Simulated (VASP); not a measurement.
The system is Hf.

```
Hf
1.0
     0.00000    3.07500    3.07500
     3.07500    0.00000    3.07500
     3.07500    3.07500    0.00000
Hf
2
Direct
  0.00000 0.00000 0.00000
  0.25000 0.25000 0.25000
```

This isn't the form of Hf at room conditions, which is hcp.

- Program: VASP 6.6.1
- Task: relaxation of cell and atoms
- Functional: PBEsol
- Potentials or basis: VASP PAW PBE potentials, release 64 (Hf_pv)
- Cutoff: 500 eV
- k mesh: 13 × 13 × 13
- Occupations: gaussian, width 0.05 eV
- Spin: no spin polarisation

At the start: pressure 3.0 GPa; volume 29.08 Å³/atom.

**Question.** Where does the relaxation end?

**Answer.** Over 4 steps the energy falls by 26.0 meV/atom and the volume is 32.10 Å³/atom (+10.4 %); space group Fd-3m (No. 227, to 0.1 Å) before and after.

The path:
| step | energy change (eV) | largest force (eV/Å) | pressure (GPa) | volume (Å³) |
| --- | --- | --- | --- | --- |
| 1 | 0.0000 | 0.0000 | 2.98 | 58.15 |
| 2 | -0.0494 | 0.0000 | 0.59 | 62.82 |
| 3 | -0.0518 | 0.0000 | -0.13 | 64.51 |
| 4 | -0.0519 | 0.0000 | 0.01 | 64.19 |

Final structure:
```
Hf
1.0
     0.00000    3.17800    3.17800
     3.17800    0.00000    3.17800
     3.17800    3.17800    0.00000
Hf
2
Cartesian
  0.0000 0.0000 0.0000
  1.5890 1.5890 1.5890
```

Caveat: the PAW data sets were made with another functional, which shifts forces and pressure a little.
